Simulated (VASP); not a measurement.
Set up this calculation in VASP 6.6.1, as the native input.

```yaml
Task: single point
Functional: PBE
Potentials_or_basis: VASP PAW PBE potentials, release 64 (Pd, Pt, Se)
Cutoff: 520 eV
k_mesh: 6 × 6 × 8
Occupations: gaussian, width 0.1 eV
Spin: no spin polarisation
Dipole_correction: no
Further_INCAR_settings: ALGO = Normal; EDIFF = 1e-06; NBANDS = 56
```

The structure of Pd3PtSe8 lies in POSCAR:

```
Pd3PtSe8
1.0
    7.6012482445      0.0000000029      0.0000000000
   -3.8006241248      6.5828740788      0.0000000000
    0.0000000000      0.0000000000      5.0083592524
Pd Pt Se
3 1 8
Direct
    0.5000000000      0.0000000000      0.0000000000
    0.5000000000      0.5000000000      0.0000000000
    0.0000000000      0.5000000000      0.0000000000
    0.0000000000      0.0000000000      0.0000000000
    0.8350588190      0.1649411810      0.7403734169
    0.8350588190      0.6701176380      0.7403734169
    0.3298823620      0.1649411810      0.7403734169
    0.3333333333      0.6666666667      0.7486658360
    0.6666666667      0.3333333333      0.2513341640
    0.6701176380      0.8350588190      0.2596265831
    0.1649411810      0.3298823620      0.2596265831
    0.1649411810      0.8350588190      0.2596265831
```

These files were run (other wordings do the same):

INCAR

```
  PREC = Accurate
  ENCUT = 520
  EDIFF = 1E-6
  ISMEAR = 0
  SIGMA = 0.1
  LREAL = F
  LASPH = T
  NELM = 60
  ALGO = Normal
  ISIF = 2
  LWAVE = F
  LCHARG = F
  GGA = PE
  NBANDS = 56
```

KPOINTS

```
Automatic mesh
0
Gamma
  6 6 8
```

Potentials or basis: VASP PAW PBE potentials, release 64 (Pd, Pt, Se).

Run with:

```sh
$ cat potpaw_PBE.64/Pd/POTCAR potpaw_PBE.64/Pt/POTCAR potpaw_PBE.64/Se/POTCAR > POTCAR
$ mpirun -np 1 vasp_std > vasp.out
```

It gave:

```yaml
Pressure: 0.0 GPa
Largest_force: 0.006 eV/Å
Band_gap_on_the_k_mesh: zero (band 44 reaches 6.08 eV, above the bottom of band 45 at 5.42 eV)
```

Caveat: spin-orbit coupling is left out, which moves the levels of the heavy elements.

It took 10 min on 1 thread of Intel(R) Xeon(R) Platinum 8259CL CPU @ 2.50GHz (Skylake/Cascade Lake), with other jobs on the host, peak memory 0.71 GiB.
